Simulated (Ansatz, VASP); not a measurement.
# Two plane-wave programs on MoS2

```
Mo S
1.0
     1.58000    0.91221    6.15000
    -1.58000    0.91221    6.15000
     0.00000   -1.82443    6.15000
Mo S
1 2
Direct
  0.00000 0.00000 0.00000
  0.25000 0.25000 0.25000
  0.41700 0.41700 0.41700
```

Alike in both runs: task single point; functional revPBE; k mesh 12 × 12 × 12; no spin polarisation.

```csv
,VASP,Ansatz
version,VASP 6.6.1,Ansatz 0.2.0
potentials or method,"VASP PAW PBE potentials, release 64 (Mo_sv, S)","plane waves, PAW"
plane-wave cutoff (eV),520,420
occupations,"methfessel-paxton of order 1, width 0.15 eV","cold, width 0.15 eV"
valence electrons in the cell,26,26
```

```tsv
	VASP	Ansatz	Ansatz less VASP
pressure (GPa)	7.1	7.3	+0.22
traceless stress, the component that is largest in VASP (GPa)	1.62	1.67	+0.053
```

VASP's potentials were made for PBE, not for revPBE.
